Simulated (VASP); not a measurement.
# SnO2: single point with LDA

SnO2:

```
Sn O
1.0
    -1.98611    1.98611    5.09017
     1.98611   -1.98611    5.09017
     1.98611    1.98611   -5.09017
Sn O
2 4
Cartesian
  -0.2000 1.9861 2.5451
  -0.2000 0.0000 0.0000
  0.0000 0.0000 8.1137
  0.0000 1.9861 4.6117
  0.0000 0.0000 2.0666
  0.0000 1.9861 0.4785
```

This cell differs from its parent crystal: all Sn atoms moved -0.200 Å, as atom 1 along Cartesian [1 0 0].

- Program: VASP 6.6.1
- Task: single point
- Functional: LDA
- Potentials or basis: VASP PAW LDA potentials, release 64 (Sn_d, O)
- Cutoff: 520 eV
- k mesh: 10 × 10 × 10
- Occupations: gaussian, width 0.05 eV
- Spin: no spin polarisation

- Pressure: 5.9 GPa
- Largest force: 4.247 eV/Å
- Band gap on the k mesh: 1.82 eV (least direct gap 2.10 eV)

Forces on the atoms (eV/Å):
```
Sn   4.185  0.000 -0.719
Sn   4.185  0.000  0.719
O   -3.958  0.000  0.685
O   -3.958  0.000 -0.685
O   -0.227  0.000  0.032
O   -0.227  0.000 -0.032
```

Stress tensor (GPa, compression positive):
```
17.05  0.00  0.00
 0.00 -0.55  0.00
 0.00  0.00  1.12
```

Levels at points of the mesh, in eV from the valence-band top:
```
           k point  band 23  band 24  band 25  band 26  band 27  band 28  band 29  band 30
(0.00, 0.00, 0.00)    -0.62    -0.55    -0.43    -0.28     1.82     5.64     8.91     9.62
(0.50, 0.00, 0.00)    -0.74    -0.71    -0.56    -0.33     5.13     6.22     7.74     8.48
(0.00, 0.50, 0.00)    -0.85    -0.80    -0.52    -0.37     4.99     6.23     7.87     8.74
(0.50, 0.50, 0.00)    -0.75    -0.75    -0.03    -0.03     7.28     7.28     7.70     7.70
(0.50, 0.50, 0.50)    -1.05    -0.93    -0.31    -0.18     4.34     4.47     7.19     7.47
```

Run time: 17 min on 1 thread of Oxide Virtual Turin-like Processor, with other jobs on the host, peak memory 0.48 GiB.

Caveat: the cell differs from its parent crystal (all Sn atoms moved -0.200 Å, as atom 1 along Cartesian [1 0 0]); the stress differs along the axes, from -1 to 17 GPa; spin-orbit coupling is left out, which moves the levels of the heavy elements; forces of over 1 eV/Å act on the atoms, so gaps and moduli don't describe the material at rest. A k mesh can miss the band edges.
